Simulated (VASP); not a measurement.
# CdF2 (Fm-3m) in VASP: further runs, part 2 of 2

VASP 6.6.1. The steps go on from the part before.

### 3 Single point, PBE+D3(BJ)

This run uses another cell than the first one, of 13.45 Å³/atom, 1.031 times its volume.

INCAR reads:

```
SYSTEM = CdF2
ALGO = Normal
EDIFF = 1E-6
ENCUT = 520
GGA = PE
ISIF = 2
ISMEAR = 0
IVDW = 12
LASPH = .True.
LCHARG = .False.
LREAL = .False.
LWAVE = .False.
NBANDS = 20
NELM = 100
PREC = Accurate
SIGMA = 0.02
```

KPOINTS reads:

```
k-points
0
Gamma
  8 8 8
  0 0 0
```

POSCAR reads:

```
CdF2
1.0
    0.0000000000      2.7222408726      2.7222408726
    2.7222408726      0.0000000000      2.7222408726
    2.7222408726      2.7222408726      0.0000000000
Cd F
1 2
Direct
    0.0000000000      0.0000000000      0.0000000000
    0.2500000000      0.2500000000      0.2500000000
    0.7500000000      0.7500000000      0.7500000000
```

Potentials or basis: VASP PAW PBE potentials, release 64 (Cd, F).

Launch:

```bash
$ cat potpaw_PBE.64/Cd/POTCAR potpaw_PBE.64/F/POTCAR > POTCAR
$ mpirun -np 1 vasp_std > vasp.out
```

OUTCAR:

```text
SYSTEM = CdF2
   EDIFF = 1E-6
   ENCUT = 520
   GGA = PE
   ISIF = 2
   ISMEAR = 0
   IVDW = 12
   LASPH = .True.
   LREAL = .False.
   NELM = 100
   PREC = Accurate
 IVDW          = 12

 ion  position               nearest neighbor table
   1  0.000  0.000  0.000-   3 2.36   3 2.36   3 2.36   2 2.36   3 2.36   2 2.36   2 2.36   2 2.36

   2  0.250  0.250  0.250-   1 2.36   1 2.36   1 2.36   1 2.36
   3  0.750  0.750  0.750-   1 2.36   1 2.36   1 2.36   1 2.36

  LATTYP: Found a face centered cubic cell.
 ALAT       =     5.4444817452

  Lattice vectors:

 A1 = (   0.0000000000,   2.7222408726,   2.7222408726)
 A2 = (   2.7222408726,   0.0000000000,   2.7222408726)
 A3 = (   2.7222408726,   2.7222408726,   0.0000000000)

Analysis of symmetry for initial positions (statically):
=====================================================================
 Subroutine PRICEL returns:
 Original cell was already a primitive cell.

 Routine SETGRP: Setting up the symmetry group for a
 face centered cubic supercell.

 Subroutine GETGRP returns: Found 48 space group operations
 (whereof 48 operations were pure point group operations)
 out of a pool of 48 trial point group operations.

The static configuration has the point symmetry O_h .

Analysis of symmetry for dynamics (positions and initial velocities):
=====================================================================
 Subroutine PRICEL returns:
 Original cell was already a primitive cell.

 Routine SETGRP: Setting up the symmetry group for a
 face centered cubic supercell.

 Subroutine GETGRP returns: Found 48 space group operations
 (whereof 48 operations were pure point group operations)
 out of a pool of 48 trial point group operations.

The dynamic configuration has the point symmetry O_h .

 Subroutine INISYM returns: Found 48 space group operations
 (whereof 48 operations are pure point group operations),
 and found     1 'primitive' translations

----------------------------------------------------------------------------------------

                                     Primitive cell

  volume of cell :      40.3469

  direct lattice vectors                    reciprocal lattice vectors
     0.000000000  2.722240873  2.722240873    -0.183672211  0.183672211  0.183672211
     2.722240873  0.000000000  2.722240873     0.183672211 -0.183672211  0.183672211
     2.722240873  2.722240873  0.000000000     0.183672211  0.183672211 -0.183672211

  length of vectors
     3.849829962  3.849829962  3.849829962     0.318129601  0.318129601  0.318129601

  position of ions in fractional coordinates (direct lattice)
     0.000000000  0.000000000  0.000000000
     0.250000000  0.250000000  0.250000000
     0.750000000  0.750000000  0.750000000

  ion indices of the primitive-cell ions
   primitive index   ion index
                 1           1
                 2           2
                 3           3

----------------------------------------------------------------------------------------

 KPOINTS: k-points

Automatic generation of k-mesh.
 Grid dimensions read from file:
 generate k-points for:    8    8    8

 Generating k-lattice:

  Cartesian coordinates                     Fractional coordinates (reciprocal lattice)
    -0.022959026  0.022959026  0.022959026     0.125000000  0.000000000  0.000000000
     0.022959026 -0.022959026  0.022959026     0.000000000  0.125000000  0.000000000
     0.022959026  0.022959026 -0.022959026     0.000000000  0.000000000  0.125000000

  Length of vectors
     0.039766200  0.039766200  0.039766200

  Shift w.r.t. Gamma in fractional coordinates (k-lattice)
     0.000000000  0.000000000  0.000000000

 Subroutine IBZKPT returns following result:
 ===========================================

 Found     29 irreducible k-points:

 Following reciprocal coordinates:
            Coordinates               Weight
  0.000000  0.000000  0.000000      1.000000
  0.125000  0.000000  0.000000      8.000000
  0.250000  0.000000  0.000000      8.000000
  0.375000  0.000000  0.000000      8.000000
  0.500000  0.000000  0.000000      4.000000
  0.125000  0.125000  0.000000      6.000000
[... 16 lines left out ...]
  0.500000  0.250000  0.125000     48.000000
 -0.375000  0.250000  0.125000     24.000000
 [... further k-points ...]
   k-points           NKPTS =     29   k-points in BZ     NKDIM =     29   number of bands    NBANDS=     20
   number of dos      NEDOS =    301   number of ions     NIONS =      3
   total plane-waves  NPLWV =  27000
   dimension x,y,z NGX =    30 NGY =   30 NGZ =   30
   dimension x,y,z NGXF=    60 NGYF=   60 NGZF=   60
   ions per type =               1   2
   NGX,Y,Z   is equivalent  to a cutoff of  12.95, 12.95, 12.95 a.u.
   NGXF,Y,Z  is equivalent  to a cutoff of  25.91, 25.91, 25.91 a.u.
 SYSTEM =  CdF2
   PREC   = accura    normal or accurate (medium, high low for compatibility)
   ISTART =      0    job   : 0-new  1-cont  2-samecut
   ICHARG =      2    charge: 1-file 2-atom 10-const
   ISPIN  =      1    spin polarized calculation?
   LNONCOLLINEAR =      F non collinear calculations
   LSORBIT =      F    spin-orbit coupling
   LASPH  =      T    aspherical Exc in radial PAW
   ENCUT  =  520.0 eV  38.22 Ry    6.18 a.u.   7.16  7.16  7.16*2*pi/ulx,y,z
   NELM   =    100;   NELMIN=  2; NELMDL= -5     # of ELM steps
   EDIFF  = 0.1E-05   stopping-criterion for ELM
   LREAL  =      F    real-space projection
   EDIFFG = 0.1E-04   stopping-criterion for IOM
   NSW    =      0    number of steps for IOM
   IBRION =     -1    ionic relax: 0-MD 1-quasi-New 2-CG
   NFREE  =      0    steps in history (QN), initial steepest desc. (CG)
   ISIF   =      2    stress and relaxation
   ISYM   =      2    0-nonsym 1-usesym 2-fastsym
   POTIM  = 0.5000    time-step for ionic-motion
   TEBEG  =    0.0;   TEEND  =   0.0 temperature during run
   PSTRESS=    0.0 pullay stress
   NELECT =      26.0000    total number of electrons
   NUPDOWN=      -1.0000    fix difference up-down
   EMIN   =  10.00;   EMAX   =-10.00  energy-range for DOS
   EFERMI =   0.00;   METHOD = LEGACY
   ISMEAR =     0;   SIGMA  =   0.02  broadening in eV -4-tet -1-fermi 0-gaus
   EFERMI_NEDOS =   21; number of points for ismear=-14 and -15
   IALGO  =     38    algorithm
   IMIX   =      4    mixing-type and parameters
     AMIX     =   0.40;   BMIX     =  1.00
     AMIX_MAG =   1.60;   BMIX_MAG =  1.00
  volume/ion in A,a.u.               =      13.45        90.76
  Fermi-wavevector in a.u.,A,eV,Ry     =   1.414043  2.672155 27.205103  1.999519
  Thomas-Fermi vector in A             =   2.535626
   LORBIT       =      0    0 simple, 1 ext, 2 COOP (PROOUT), +10 PAW based schemes
   GGA     = PE    functional components
   LHFCALC =     F    Hartree Fock is set to
   AEXX    =    0.0000 exact exchange contribution
   IVDW    =    12    specifies the selected vdW correction
   LEPSILON=     F    determine dielectric tensor
   LRPA    =     F    only Hartree local field effects (RPA)
 non-spin polarized calculation
 Gauss-broadening in eV      SIGMA  =   0.02
  energy-cutoff  :      520.00
  volume of cell :       40.35
 maximum number of plane-waves:      1106
 NGX is ok and might be reduce to    30
   NGX = 15   NGY = 15   NGZ = 15

 number of electron      25.9999986 magnetization

 Free energy of the ion-electron system (eV)
  ---------------------------------------------------
  ext. energy  EPLUGINS =         0.00000000
  ---------------------------------------------------
  free energy    TOTEN  =       -10.89559814 eV

  energy without entropy =      -10.89559814  energy(sigma->0) =      -10.89559814

 E-fermi :  -1.4299     XC(G=0): -10.2430

 val. band max:       -1.5418741586   @ k =  -0.2500   0.5000   0.2500
 cond. band min:       1.4155594909   @ k =   0.0000   0.0000   0.0000
 fundamental gap:      2.9574336495
 Fermi energy:        -1.4298881982

 k-point     1 :       0.0000    0.0000    0.0000
  band No.  band energies     occupation
      1     -22.1775      2.00000
      2     -21.1577      2.00000
      3      -7.0694      2.00000
      4      -7.0694      2.00000
      5      -7.0694      2.00000
      6      -5.9941      2.00000
[... 12 lines left out ...]
     19      18.1292      0.00000
[... 513 lines left out ...]
      4      -6.5564      2.00000
      5      -6.0300      2.00000
      6      -6.0166      2.00000
[... 12 lines left out ...]
     19      16.9463      0.00000
     20      20.4911      0.00000

 [... further k-points ...]

------------------------ aborting loop because EDIFF is reached ----------------------------------------

 Edisp (eV)   -0.48661

 E8    (eV) :    -0.1841

  FORCE on cell =-STRESS in cart. coord.  units (eV):
  Direction    XX          YY          ZZ          XY          YZ          ZX
  --------------------------------------------------------------------------------------
  -------------------------------------------------------------------------------------
  Total       0.16488     0.16488     0.16488     0.00000     0.00000     0.00000
  in kB       6.54728     6.54728     6.54728     0.00000     0.00000     0.00000
  external pressure =        6.55 kB  Pullay stress =        0.00 kB

 VOLUME and BASIS-vectors are now :
 -----------------------------------------------------------------------------
  energy-cutoff  :      520.00
  volume of cell :       40.35
      direct lattice vectors                 reciprocal lattice vectors
     0.000000000  2.722240873  2.722240873    -0.183672211  0.183672211  0.183672211
     2.722240873  0.000000000  2.722240873     0.183672211 -0.183672211  0.183672211
     2.722240873  2.722240873  0.000000000     0.183672211  0.183672211 -0.183672211

 POSITION                                       TOTAL-FORCE (eV/Angst)
 -----------------------------------------------------------------------------------
      0.00000      0.00000      0.00000        -0.000000     -0.000000     -0.000000
      1.36112      1.36112      1.36112        -0.000000     -0.000000      0.000000
      4.08336      4.08336      4.08336         0.000000      0.000000     -0.000000
 -----------------------------------------------------------------------------------
    total drift:                                0.000000     -0.000000      0.000000

  FREE ENERGIE OF THE ION-ELECTRON SYSTEM (eV)
  ---------------------------------------------------
  free  energy   TOTEN  =       -11.3822051438 eV

  energy  without entropy=      -11.3822051438  energy(sigma->0) =      -11.38220514
```

OSZICAR:

```text
N       E                     dE             d eps       ncg     rms          rms(c)
DAV:   1     0.191142361251E+03    0.19114E+03   -0.15426E+04  1224   0.132E+03
DAV:   2    -0.433309186161E+01   -0.19548E+03   -0.18603E+03  1264   0.338E+02
DAV:   3    -0.126122590619E+02   -0.82792E+01   -0.82604E+01  1340   0.756E+01
DAV:   4    -0.126466945516E+02   -0.34435E-01   -0.34434E-01  1248   0.506E+00
DAV:   5    -0.126468216686E+02   -0.12712E-03   -0.12712E-03  1316   0.275E-01    0.986E+00
DAV:   6    -0.108674226372E+02    0.17794E+01   -0.40955E+00  1480   0.383E+01    0.710E+00
DAV:   7    -0.109129390959E+02   -0.45516E-01   -0.91303E-01  1176   0.858E+00    0.403E+00
DAV:   8    -0.109041096622E+02    0.88294E-02   -0.14648E-01  1192   0.349E+00    0.729E-01
DAV:   9    -0.108949144184E+02    0.91952E-02   -0.35101E-02  1408   0.222E+00    0.923E-02
DAV:  10    -0.108954695324E+02   -0.55511E-03   -0.29454E-03  1196   0.614E-01    0.124E-01
DAV:  11    -0.108955743609E+02   -0.10483E-03   -0.16799E-04  1228   0.131E-01    0.420E-02
DAV:  12    -0.108955966112E+02   -0.22250E-04   -0.54307E-05  1212   0.620E-02    0.185E-02
DAV:  13    -0.108955984451E+02   -0.18339E-05   -0.80433E-06  1232   0.230E-02    0.391E-03
DAV:  14    -0.108955981353E+02    0.30975E-06   -0.78013E-07  1028   0.108E-02
   1 F= -.11382205E+02 E0= -.11382205E+02  d E =-.320093E-17
```

stdout:

```text
POSCAR found type information on POSCAR CdF
 POSCAR found :  2 types and       3 ions
 scaLAPACK will be used
 LDA part: xc-table for (Slater+PW92), standard interpolation
 POSCAR, INCAR and KPOINTS ok, starting setup
 FFT: planning ... GRIDC
 FFT: planning ... GRID_SOFT
 FFT: planning ... GRID
 WAVECAR not read
 entering main loop
```

Run time: 16 s. Hardware: 1 thread of Intel Xeon Platinum 8559C (Emerald Rapids), shared host; peak memory 0.18 GiB.

Results:

- Free energy: -11.3822 eV
- Pressure: 0.7 GPa
- Band gap on the k mesh: 2.96 eV, indirect (least direct gap 3.49 eV)
- Dispersion energy per atom: -0.162 eV

A k mesh can miss the band edges. PBE gaps usually lie below the measured ones, often by a third to a half.

### 4 Single point, PBE+D3(BJ)

This run uses another cell than the first one, of 13.45 Å³/atom, 1.031 times its volume.

INCAR reads:

```
ALGO = Normal
EDIFF = 1E-6
ENCUT = 520
GGA = PE
ISIF = 2
ISMEAR = 0
IVDW = 12
LASPH = True
LCHARG = False
LREAL = False
LWAVE = False
NBANDS = 20
NELM = 100
PREC = Accurate
SIGMA = 0.02
```

KPOINTS reads:

```
k-points
0
Gamma
  8 8 8
```

POSCAR is that of step 3.

Launch:

```bash
$ cat potpaw_PBE.64/Cd/POTCAR potpaw_PBE.64/F/POTCAR > POTCAR
$ mpirun -np 1 vasp_std > vasp.out
```

Run time: 15 s. Hardware: 1 thread of Intel Xeon Platinum 8559C (Emerald Rapids), shared host; peak memory 0.18 GiB.

Results (log left out):

- Free energy: -11.3822 eV
- Pressure: 0.7 GPa
- Band gap on the k mesh: 2.96 eV, indirect (least direct gap 3.49 eV)
- Dispersion energy per atom: -0.162 eV

Levels at points of the mesh, in eV from the valence-band top:
```tsv
k point	band 11	band 12	band 13	band 14	band 15	band 16
(0.00, 0.00, 0.00)	-0.54	-0.54	-0.54	2.96	12.55	12.55
(0.50, 0.00, 0.00)	-1.72	-0.42	-0.42	6.94	9.05	14.22
(0.50, 0.50, 0.00)	-0.44	-0.09	-0.09	7.75	9.48	11.86
```

A k mesh can miss the band edges. A hybrid or GW would open this gap; PBE tends to underestimate it.
